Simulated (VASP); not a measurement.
# YbMn2Sb2 (P-3m1) in VASP: single point with PBE+U

Aim: the single point of YbMn2Sb2 with PBE+U.

Program: VASP 6.6.1. These are calculated values, not measurements. Logs are shortened: lines on timing, memory, paths and dates and some standing lists are left out, and cuts for length are marked.

### Step 1. The cell of the first run

The structure is trigonal, space group P-3m1 (No. 164). Conventional cell: a = 4.458 Å, b = 4.458 Å, c = 7.416 Å, α = 90.00°, β = 90.00°, γ = 120.00°. Yb (site symmetry -3m) has 6 Sb at 3.20 Å and 6 Mn at 3.85 Å within 4.2 Å. Within 3.5 Å of Mn (site symmetry 3m) lie 4 Sb at 2.65 to 2.75 Å and 3 Mn at 3.08 Å. Sb (site symmetry 3m) has 4 Mn at 2.65 to 2.75 Å and 3 Yb at 3.20 Å within 3.5 Å.

### Step 2. Single point, PBE+U, collinear spin, antiferromagnetic start

INCAR

```
PREC = Accurate
ENCUT = 520
EDIFF = 1E-6
ISMEAR = 0
SIGMA = 0.05
LREAL = F
LASPH = T
NELM = 150
ALGO = Normal
ISIF = 2
LWAVE = F
LCHARG = F
ISPIN = 2
MAGMOM = 0 4.18 -4.18 0 0
LORBIT = 11
LMAXMIX = 6
LDAU = T
LDAUTYPE = 2
LDAUL = 3 -1 -1
LDAUU = 6 0 0
LDAUJ = 0 0 0
LDAUPRINT = 1
GGA = PE
NBANDS = 42
KPAR = 4
```

KPOINTS

```
regular mesh
0
Gamma
  10 10 6
```

POSCAR

```
YbMn2Sb2
1.0
    4.4584869965      0.0000000000      0.0000000000
   -2.2292434982      3.8611630014      0.0000000000
    0.0000000000      0.0000000000      7.4156402650
Yb Mn Sb
1 2 2
Direct
    0.0000000000      0.0000000000     -0.0000001266
    0.3333333333      0.6666666667      0.6137725419
    0.6666666667      0.3333333333      0.3862275187
    0.3333333333      0.6666666667      0.2563801900
    0.6666666667      0.3333333333      0.7436198760
```

Potentials or basis: VASP PAW PBE potentials, release 64 (Yb, Mn_pv, Sb).

Command:

```console
cat potpaw_PBE.64/Yb/POTCAR potpaw_PBE.64/Mn_pv/POTCAR potpaw_PBE.64/Sb/POTCAR > POTCAR
mpirun -np 4 vasp_std > vasp.out
```

OUTCAR:

```text
PREC = Accurate
   ENCUT = 520
   EDIFF = 1E-6
   ISMEAR = 0
   LREAL = F
   LASPH = T
   NELM = 150
   ISIF = 2
   ISPIN = 2
   LORBIT = 11
   GGA = PE

 ion  position               nearest neighbor table
   1  0.000  0.000  1.000-   5 3.20   5 3.20   5 3.20   4 3.20   4 3.20   4 3.20
   2  0.333  0.667  0.614-   4 2.65   5 2.75   5 2.75   5 2.75   3 3.08   3 3.08   3 3.08
   3  0.667  0.333  0.386-   5 2.65   4 2.75   4 2.75   4 2.75   2 3.08   2 3.08   2 3.08
   4  0.333  0.667  0.256-   2 2.65   3 2.75   3 2.75   3 2.75   1 3.20   1 3.20   1 3.20
   5  0.667  0.333  0.744-   3 2.65   2 2.75   2 2.75   2 2.75   1 3.20   1 3.20   1 3.20

  LATTYP: Found a hexagonal cell.
 ALAT       =     4.4584869965
 C/A-ratio  =     1.6632638540

  Lattice vectors:

 A1 = (   4.4584869965,   0.0000000000,   0.0000000000)
 A2 = (  -2.2292434982,   3.8611630014,   0.0000000000)
 A3 = (   0.0000000000,   0.0000000000,   7.4156402650)

Analysis of symmetry for initial positions (statically):
=====================================================================
 Subroutine PRICEL returns:
 Original cell was already a primitive cell.

 Routine SETGRP: Setting up the symmetry group for a
 hexagonal supercell.

 Subroutine GETGRP returns: Found 12 space group operations
 (whereof 12 operations were pure point group operations)
 out of a pool of 24 trial point group operations.

The static configuration has the point symmetry D_3d.

Analysis of symmetry for dynamics (positions and initial velocities):
=====================================================================
 Subroutine PRICEL returns:
 Original cell was already a primitive cell.

 Routine SETGRP: Setting up the symmetry group for a
 hexagonal supercell.

 Subroutine GETGRP returns: Found 12 space group operations
 (whereof 12 operations were pure point group operations)
 out of a pool of 24 trial point group operations.

The dynamic configuration has the point symmetry D_3d.

Analysis of structural, dynamic, and magnetic symmetry:
=====================================================================
 Subroutine PRICEL returns:
 Original cell was already a primitive cell.

 Routine SETGRP: Setting up the symmetry group for a
 hexagonal supercell.

 Subroutine GETGRP returns: Found 12 space group operations
 (whereof 12 operations were pure point group operations)
 out of a pool of 24 trial point group operations.

The overall configuration has the point symmetry D_3d.

 Subroutine INISYM returns: Found 12 space group operations
 (whereof 12 operations are pure point group operations),
 and found     1 'primitive' translations

----------------------------------------------------------------------------------------

[... 134 lines left out ...]
 Gauss-broadening in eV      SIGMA  =   0.05
  energy-cutoff  :      520.00
  volume of cell :      127.66
 maximum number of plane-waves:      3472
 NGX is ok and might be reduce to    36
   NGX = 17   NGY = 17   NGZ = 27

 number of electron      60.0000000 magnetization      -0.0000000

atom =   1  type =  1  l = 3

 onsite density matrix

spin component  1

  0.9875  0.0000 -0.0000 -0.0009 -0.0000  0.0000 -0.0000
  0.0000  0.9860  0.0000 -0.0000 -0.0001  0.0000  0.0000
 -0.0000  0.0000  0.9879  0.0000  0.0000 -0.0001  0.0000
 -0.0009 -0.0000  0.0000  0.9889  0.0000 -0.0000 -0.0000
 -0.0000 -0.0001  0.0000  0.0000  0.9879 -0.0000 -0.0000
  0.0000  0.0000 -0.0001 -0.0000 -0.0000  0.9860 -0.0000
 -0.0000  0.0000  0.0000 -0.0000 -0.0000 -0.0000  0.9890

spin component  2

  0.9875  0.0000 -0.0000 -0.0009 -0.0000  0.0000 -0.0000
  0.0000  0.9860  0.0000 -0.0000 -0.0001  0.0000  0.0000
 -0.0000  0.0000  0.9879  0.0000  0.0000 -0.0001  0.0000
 -0.0009 -0.0000  0.0000  0.9889  0.0000 -0.0000 -0.0000
 -0.0000 -0.0001  0.0000  0.0000  0.9879 -0.0000 -0.0000
  0.0000  0.0000 -0.0001 -0.0000 -0.0000  0.9860 -0.0000
 -0.0000  0.0000  0.0000 -0.0000 -0.0000 -0.0000  0.9890

 occupancies and eigenvectors

  o =  0.9860  v =  0.0000  0.5923 -0.0227  0.0000  0.0167 -0.8053  0.0000  0.0000  0.0000  0.0000  0.0000  0.0000  0.0000  0.0000      0.0000  0.0000  0.0000  0.0000  0.0000  0.0000  0.0000  0.0000  0.0000  0.0000  0.0000  0.0000  0.0000  0.0000
  o =  0.9860  v =  0.0000  0.0000  0.0000  0.0000  0.0000  0.0000  0.0000  0.0000  0.5923 -0.0227  0.0000  0.0167 -0.8053  0.0000      0.0000  0.0000  0.0000  0.0000  0.0000  0.0000  0.0000  0.0000  0.0000  0.0000  0.0000  0.0000  0.0000  0.0000
  o =  0.9860  v =  0.0000  0.8053  0.0167  0.0000  0.0227  0.5923 -0.0000  0.0000  0.0000  0.0000  0.0000  0.0000  0.0000  0.0000      0.0000  0.0000  0.0000  0.0000  0.0000  0.0000  0.0000  0.0000  0.0000  0.0000  0.0000  0.0000  0.0000  0.0000
  o =  0.9860  v =  0.0000  0.0000  0.0000  0.0000  0.0000  0.0000  0.0000  0.0000  0.8053  0.0167  0.0000  0.0227  0.5923 -0.0000      0.0000  0.0000  0.0000  0.0000  0.0000  0.0000  0.0000  0.0000  0.0000  0.0000  0.0000  0.0000  0.0000  0.0000
  o =  0.9871  v =  0.0000  0.0000  0.0000  0.0000  0.0000  0.0000  0.0000 -0.8979  0.0000 -0.0000 -0.4403 -0.0000  0.0000 -0.0000      0.0000  0.0000  0.0000  0.0000  0.0000  0.0000  0.0000  0.0000  0.0000  0.0000  0.0000  0.0000  0.0000  0.0000
  o =  0.9871  v = -0.8979  0.0000 -0.0000 -0.4403 -0.0000  0.0000 -0.0000  0.0000  0.0000  0.0000  0.0000  0.0000  0.0000  0.0000      0.0000  0.0000  0.0000  0.0000  0.0000  0.0000  0.0000  0.0000  0.0000  0.0000  0.0000  0.0000  0.0000  0.0000
  o =  0.9879  v =  0.0000  0.0176  0.7825  0.0000 -0.6220 -0.0221 -0.0000  0.0000  0.0000  0.0000  0.0000  0.0000  0.0000  0.0000      0.0000  0.0000  0.0000  0.0000  0.0000  0.0000  0.0000  0.0000  0.0000  0.0000  0.0000  0.0000  0.0000  0.0000
  o =  0.9879  v =  0.0000  0.0000  0.0000  0.0000  0.0000  0.0000  0.0000  0.0000  0.0176  0.7825  0.0000 -0.6220 -0.0221 -0.0000      0.0000  0.0000  0.0000  0.0000  0.0000  0.0000  0.0000  0.0000  0.0000  0.0000  0.0000  0.0000  0.0000  0.0000
  o =  0.9879  v =  0.0000  0.0000  0.0000  0.0000  0.0000  0.0000  0.0000  0.0000  0.0221 -0.6220  0.0000 -0.7825  0.0176  0.0000      0.0000  0.0000  0.0000  0.0000  0.0000  0.0000  0.0000  0.0000  0.0000  0.0000  0.0000  0.0000  0.0000  0.0000
  o =  0.9879  v =  0.0000  0.0221 -0.6220  0.0000 -0.7825  0.0176  0.0000  0.0000  0.0000  0.0000  0.0000  0.0000  0.0000  0.0000      0.0000  0.0000  0.0000  0.0000  0.0000  0.0000  0.0000  0.0000  0.0000  0.0000  0.0000  0.0000  0.0000  0.0000
  o =  0.9890  v =  0.0000  0.0000  0.0000  0.0000  0.0000  0.0000  0.0000 -0.0000  0.0000  0.0000  0.0000 -0.0000 -0.0000  1.0000      0.0000  0.0000  0.0000  0.0000  0.0000  0.0000  0.0000  0.0000  0.0000  0.0000  0.0000  0.0000  0.0000  0.0000
  o =  0.9890  v = -0.0000  0.0000  0.0000  0.0000 -0.0000 -0.0000  1.0000  0.0000  0.0000  0.0000  0.0000  0.0000  0.0000  0.0000      0.0000  0.0000  0.0000  0.0000  0.0000  0.0000  0.0000  0.0000  0.0000  0.0000  0.0000  0.0000  0.0000  0.0000
  o =  0.9893  v = -0.4403 -0.0000  0.0000  0.8979  0.0000 -0.0000 -0.0000  0.0000  0.0000  0.0000  0.0000  0.0000  0.0000  0.0000      0.0000  0.0000  0.0000  0.0000  0.0000  0.0000  0.0000  0.0000  0.0000  0.0000  0.0000  0.0000  0.0000  0.0000
  o =  0.9893  v =  0.0000  0.0000  0.0000  0.0000  0.0000  0.0000  0.0000 -0.4403 -0.0000  0.0000  0.8979  0.0000 -0.0000 -0.0000      0.0000  0.0000  0.0000  0.0000  0.0000  0.0000  0.0000  0.0000  0.0000  0.0000  0.0000  0.0000  0.0000  0.0000

 number of electron      60.0000000 magnetization       0.0000000

 Free energy of the ion-electron system (eV)
  ---------------------------------------------------
  ext. energy  EPLUGINS =         0.00000000
  ---------------------------------------------------
  free energy    TOTEN  =       -30.47614309 eV

  energy without entropy =      -30.47534258  energy(sigma->0) =      -30.47574283

 E-fermi :   5.4107     XC(G=0):  -9.9370

 val. band max:        5.3265051210   @ k =   0.1000   0.0000   0.0000
 cond. band min:       5.4176328271   @ k =   0.0000   0.0000   0.1667
 fundamental gap:      0.0911277061
 Fermi energy:         5.4107442491

 spin component 1

 k-point     1 :       0.0000    0.0000    0.0000
  band No.  band energies     occupation
      1     -45.0674      1.00000
      2     -45.0065      1.00000
      3     -45.0065      1.00000
      4     -44.8237      1.00000
      5     -40.9603      1.00000
      6     -40.9287      1.00000
[... 2153 lines left out ...]
     41      10.3191      0.00000
     42      10.4798      0.00000

 [... further k-points ...]
[... 5 lines left out ...]
  --------------------------------------------------------------------------------------
  -------------------------------------------------------------------------------------
  Total        0.3750842      0.3750842      0.3883476      0.0000000     -0.0000000      0.0000000
  in kB        4.7074428      4.7074428      4.8739035      0.0000000     -0.0000000      0.0000000
  external PRESSURE =       4.7629297 kB  Pullay stress =       0.0000000 kB

 VOLUME and BASIS-vectors are now :
 -----------------------------------------------------------------------------
  energy-cutoff  :      520.00
  volume of cell :      127.66
      direct lattice vectors                 reciprocal lattice vectors
     4.458486996  0.000000000  0.000000000     0.224291335  0.129494663  0.000000000
    -2.229243498  3.861163001  0.000000000     0.000000000  0.258989325  0.000000000
     0.000000000  0.000000000  7.415640265     0.000000000  0.000000000  0.134850123

 POSITION                                       TOTAL-FORCE (eV/Angst)
 -----------------------------------------------------------------------------------
      0.00000      0.00000      7.41564        -0.000000      0.000000      0.000000
     -0.00000      2.57411      4.55152        -0.000000     -0.000000     -0.004561
      2.22924      1.28705      2.86412         0.000000      0.000000      0.004561
     -0.00000      2.57411      1.90122        -0.000000      0.000000     -0.007907
      2.22924      1.28705      5.51442        -0.000000     -0.000000      0.007907
 -----------------------------------------------------------------------------------
    total drift:                                0.000000      0.000000      0.002842

  FREE ENERGIE OF THE ION-ELECTRON SYSTEM (eV)
  ---------------------------------------------------
  free  energy   TOTEN  =       -30.4761430854 eV

  energy  without entropy=      -30.4753425782  energy(sigma->0) =      -30.47574283

 total charge

# of ion       s       p       d       f       tot
--------------------------------------------------
    1        2.102   6.038   0.274  13.817  22.231
    2        0.270   6.205   4.967   0.000  11.443
    3        0.270   6.205   4.967   0.000  11.443
    4        1.107   1.427   0.026   0.000   2.560
    5        1.107   1.427   0.026   0.000   2.560
--------------------------------------------------
tot          4.856  21.302  10.261  13.817  50.236

 magnetization (x)

# of ion       s       p       d       f       tot
--------------------------------------------------
    1        0.000   0.000   0.000   0.000   0.000
    2        0.048   0.052   3.724   0.000   3.823
    3       -0.048  -0.052  -3.724   0.000  -3.823
    4       -0.001   0.013  -0.005   0.000   0.006
    5        0.001  -0.013   0.005   0.000  -0.006
--------------------------------------------------
tot          0.000   0.000   0.000   0.000   0.000
```

It took 9.5 min on 4 MPI ranks of Intel Xeon Platinum 8559C (Emerald Rapids), shared host; peak memory 0.76 GiB.

What came out:

- Free energy: -30.4761 eV
- Pressure: 0.5 GPa
- Largest force: 0.008 eV/Å
- Band gap on the k mesh: zero (filled and empty bands overlap)
- Net moment: 0.00 μB per cell
- Site moments: Yb +0.00; Mn +3.82, -3.82; Sb +0.01, -0.01 μB
- Valence electrons inside the program's atomic spheres: Yb 22.23; Mn 11.44; Sb 2.56

Forces in eV/Å, atoms in the order of the input:
```
Yb   0.000  0.000  0.000
Mn   0.000  0.000 -0.005
Mn   0.000  0.000  0.005
Sb   0.000  0.000 -0.008
Sb   0.000  0.000  0.008
```

Levels at points of the mesh, in eV from the Fermi level:
Spin up:
| k point | band 26 | band 27 | band 28 | band 29 | band 30 | band 31 | band 32 | band 33 | band 34 | band 35 |
| --- | --- | --- | --- | --- | --- | --- | --- | --- | --- | --- |
| (0.00, 0.00, 0.00) | -1.29 | -1.29 | -0.53 | 0.07 | 0.07 | 0.73 | 0.73 | 1.59 | 2.02 | 2.37 |
| (0.50, 0.00, 0.00) | -1.31 | -1.30 | -1.29 | -1.25 | -1.16 | 0.01 | 0.66 | 0.80 | 0.83 | 1.40 |
| (0.00, 0.00, 0.50) | -1.24 | -1.19 | -1.19 | -0.18 | -0.18 | 0.86 | 0.86 | 0.97 | 1.91 | 1.91 |
| (0.50, 0.00, 0.50) | -1.31 | -1.30 | -1.30 | -1.07 | -1.00 | 0.31 | 0.54 | 0.79 | 0.99 | 1.63 |
Spin down:
```csv
k point,band 26,band 27,band 28,band 29,band 30,band 31,band 32,band 33,band 34,band 35
"(0.00, 0.00, 0.00)",-1.29,-1.29,-0.53,0.07,0.07,0.73,0.73,1.59,2.02,2.37
"(0.50, 0.00, 0.00)",-1.31,-1.30,-1.29,-1.25,-1.16,0.01,0.66,0.80,0.83,1.40
"(0.00, 0.00, 0.50)",-1.24,-1.19,-1.19,-0.18,-0.18,0.86,0.86,0.97,1.91,1.91
"(0.50, 0.00, 0.50)",-1.31,-1.30,-1.30,-1.07,-1.00,0.31,0.54,0.79,0.99,1.63
```

Eigenvalues of the final occupation matrices:
| site | spin | trace | eigenvalues |
| --- | --- | --- | --- |
| site 1 f | 1 | 6.91 | 0.99 0.99 0.99 0.99 0.99 0.99 0.99 |
| site 1 f | 2 | 6.91 | 0.99 0.99 0.99 0.99 0.99 0.99 0.99 |

Caveat: spin-orbit coupling is left out, which moves the levels of the heavy elements. The state reached can hang on the start; a lower one may exist.
